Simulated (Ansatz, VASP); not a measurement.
**Two plane-wave programs on GaAs**

File INCAR:

```
SYSTEM = GaAs
PREC     = Accurate       ! precision mode
ENCUT    = 520            ! plane-wave cutoff, eV
EDIFF    = 1E-7           ! SCF threshold, eV
ISMEAR   = 0              ! smearing method
SIGMA    = 0.05           ! smearing width, eV
LREAL    = .FALSE.        ! projectors in reciprocal space
LASPH    = .TRUE.         ! aspherical terms in the spheres
NELM     = 100            ! most SCF steps
ALGO     = Normal         ! electronic algorithm
ISIF     = 2              ! what is computed and relaxed
LWAVE    = .FALSE.        ! write WAVECAR
LCHARG   = .FALSE.        ! write CHGCAR
GGA      = CA             ! functional
NBANDS   = 16             ! bands
```

The input KPOINTS:

```
regular mesh
0
G
  8 8 8
  0 0 0
```

Contents of POSCAR:

```
GaAs
1.0
    0.0000000000      2.8268500000      2.8268500000
    2.8268500000      0.0000000000      2.8268500000
    2.8268500000      2.8268500000      0.0000000000
As Ga
1 1
Direct
    0.7500000000      0.7500000000      0.7500000000
    0.0000000000      0.0000000000      0.0000000000
```

The input input.yaml:

```yaml
crystal:
  lattice:
    - [0.0, 2.82685, 2.82685]
    - [2.82685, 0.0, 2.82685]
    - [2.82685, 2.82685, 0.0]
  atoms:
    - { symbol: As, position: [0.75, 0.75, 0.75] }
    - { symbol: Ga, position: [0.0, 0.0, 0.0] }
hamiltonian:
  xc: lda
  pseudopotentials: { kind: paw }
kpoints:
  mp_grid: { grid: [8, 8, 8] }
scf:
  occupations: { method: gaussian, width: 0.05 }
output:
  forces: true
  stress: true
  eigenvalues: true
```

Alike in both runs: task single point; functional LDA; k mesh 8 × 8 × 8; occupations gaussian, width 0.05 eV; no spin polarisation.

|  | VASP | Ansatz |
| --- | --- | --- |
| version | VASP 6.6.1 | Ansatz 0.2.0 |
| potentials or method | VASP PAW LDA potentials, release 64 (As, Ga_d) | Ansatz PAW |
| plane-wave cutoff (eV) | 520 | 420 |
| valence electrons in the cell | 18 | 28 |

|  | VASP | Ansatz | Ansatz less VASP |
| --- | --- | --- | --- |
| gap on the k mesh at the Fermi level (eV) | 0.33 | 0.28 | -0.048 |
| least direct gap on the mesh (eV) | 0.33 | 0.28 | -0.048 |
| pressure (GPa) | -1.6 | -1.9 | -0.28 |

LDA's correlation is that of Perdew and Zunger in VASP and of Perdew and Wang (1992) in Ansatz. VASP's potentials hold 18 valence electrons a cell and Ansatz's 28, so a difference there can come from the potentials and not from the codes.
